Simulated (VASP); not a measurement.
Ge, 2 atoms in the cell. Symmetry: I4_1/amd, No. 141, tetragonal system. The conventional cell has a = 4.013 Å, b = 4.013 Å, c = 6.314 Å, α = 90.00°, β = 90.00°, γ = 90.00°. Within 3.4 Å of Ge (site symmetry -4m2) lie 4 Ge at 2.55 Å. 

* Program: VASP 6.6.1
* Task: single point
* Functional: PBEsol
* Potentials or basis: VASP PAW PBE potentials, release 64 (Ge_d)
* Cutoff: 500 eV
* k mesh: 18 × 18 × 18
* Occupations: methfessel-paxton, width 0.15 eV
* Spin: no spin polarisation
* Dipole correction: no
* Further INCAR settings: ALGO = Normal; EDIFF = 1e-06; NBANDS = 21

Potentials or basis: VASP PAW PBE potentials, release 64 (Ge_d).

Command:

```sh
$ cat potpaw_PBE.64/Ge_d/POTCAR > POTCAR
$ mpirun -np 1 vasp_std > vasp.out
```

Hardware: 1 thread of Oxide Virtual Turin-like Processor, on a shared host.

Problem. Estimate the wall time of this run.

Solution. Run time: 8.9 min on 1 thread of Oxide Virtual Turin-like Processor, on a shared host, peak memory 0.44 GiB. Counts: scf iterations 11, k points 480.
